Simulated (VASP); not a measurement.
Input of a VASP 6.6.1 run:

Contents of POSCAR:

```
WS2
1.0
    1.5383100920      0.9156121090      6.2374696483
   -1.5383100920      0.9156121090      6.2374696483
    0.0000000000     -1.8312242180      6.2374696484
W S
1 2
Direct
    0.0011039904      0.0011039904     -0.0022484270
    0.4169899341      0.4169899341      0.4189203372
    0.2485727422      0.2485727422      0.2499947565
```

INCAR.step1

```
ALGO = Normal
EDIFF = 1E-4
ENCUT = 520
GGA = PE
ISMEAR = 0
LASPH = True
LCHARG = False
LREAL = False
LWAVE = True
NBANDS = 20
NELM = 100
PREC = Accurate
SIGMA = 0.01
```

INCAR.step2

```
ALGO = Normal
EDIFF = 1E-6
ENCUT = 520
ISIF = 2
ISMEAR = 0
ISTART = 1
LASPH = True
LCHARG = False
LMIXTAU = True
LREAL = False
LWAVE = False
METAGGA = R2SCAN
NBANDS = 20
NELM = 100
PREC = Accurate
SIGMA = 0.01
```

Contents of KPOINTS:

```
k-points
0
Gamma
  10 10 10
```

Potentials or basis: VASP PAW PBE potentials, release 64 (W_sv, S).

Launch:

```console
$ cat potpaw_PBE.64/W_sv/POTCAR potpaw_PBE.64/S/POTCAR > POTCAR
$ cp INCAR.step1 INCAR
$ mpirun -np 1 vasp_std > vasp.out
$ cp INCAR.step2 INCAR
$ mpirun -np 1 vasp_std > vasp.out
```

(1) Predict the largest force.

(2) Estimate the pressure.

(3) Predict the band gap on the k mesh.

Answers

(1) 0.029 eV/Å.

(2) 5.1 GPa.

(3) 1.26 eV (least direct gap 2.45 eV).

Caveat: the cell differs from its parent crystal (uniaxial x strain -3.0%); the stress differs along the axes, from 2 to 10 GPa; the PAW data sets were made with another functional, which shifts forces and pressure a little; spin-orbit coupling is left out, which moves the levels of the heavy elements.
